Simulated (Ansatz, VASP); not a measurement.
**One calculation of SnSe, two programs**

```xyz
2
Lattice="0.0000 3.0922 2.9847 3.0922 0.0000 2.9847 3.0922 3.0922 0.0000" Properties=species:S:1:pos:R:3 pbc="T T T"
Sn    0.0000    0.0000    0.0000
Se    3.0922    3.0922    2.9847
```

Change from the starting cell: epitaxial_xy strain +3.0%.

Alike in both runs: task single point; functional r2SCAN; k mesh 8 × 8 × 8; occupations fermi-dirac, width 0.02 eV; no spin polarisation.

|  | VASP | Ansatz |
| --- | --- | --- |
| version | VASP 6.6.1 | Ansatz 0.2.0 |
| potentials or method | VASP PAW PBE potentials, release 64 (Sn_d, Se) | plane waves, PAW |
| plane-wave cutoff (eV) | 520 | 500 |
| valence electrons in the cell | 20 | 30 |

|  | VASP | Ansatz | Ansatz less VASP |
| --- | --- | --- | --- |
| pressure (GPa) | -2.2 | -2.1 | +0.01 |
| traceless stress, the component that is largest in VASP (GPa) | 2.49 | 2.48 | -0.008 |

VASP's potentials were made for PBE, not for r2SCAN. VASP's potentials hold 20 valence electrons a cell and Ansatz's 30, so a difference there can come from the potentials and not from the codes.
